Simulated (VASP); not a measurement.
Here is a VASP 6.6.1 calculation.

The input INCAR:

```
PREC = Accurate
ENCUT = 600
EDIFF = 1E-6
ISMEAR = 0
SIGMA = 0.1
LREAL = F
LASPH = T
NELM = 100
ALGO = Normal
ISIF = 3
LWAVE = F
LCHARG = F
GGA = PE
IBRION = 2
NSW = 90
EDIFFG = -0.04
```

File KPOINTS:

```
Automatic mesh
0
Gamma
  6 6 6
```

Contents of POSCAR:

```
K2ZrO2
1.0
   -1.9312899076      3.7789433051      5.4832120839
    1.9312899076     -3.7789433051      5.4832120839
    1.9312899076      3.7789433051     -5.4832120839
K Zr O
2 1 2
Direct
    0.3429168481      0.8429168481      0.5000000000
    0.6570831519      0.1570831519      0.5000000000
    0.0000000000      0.0000000000      0.0000000000
    0.2564696901      0.0000000000      0.2564696901
    0.7435303099      0.0000000000      0.7435303099
```

Potentials or basis: VASP PAW PBE potentials, release 64 (K_sv, Zr_sv, O).

The run is started by

```sh
$ cat potpaw_PBE.64/K_sv/POTCAR potpaw_PBE.64/Zr_sv/POTCAR potpaw_PBE.64/O/POTCAR > POTCAR
$ mpirun -np 1 vasp_std > vasp.out
```

**Question.** Predict the space group after relaxing (to 0.1 Å).

**Answer.** Immm (No. 71).

**Question.** What does it give for the relaxed volume?

**Answer.** 32.24 Å³/atom.

Stress tensor (GPa, compression positive):
```
 0.16  0.00  0.00
 0.00 -0.13  0.00
 0.00  0.00 -0.04
```
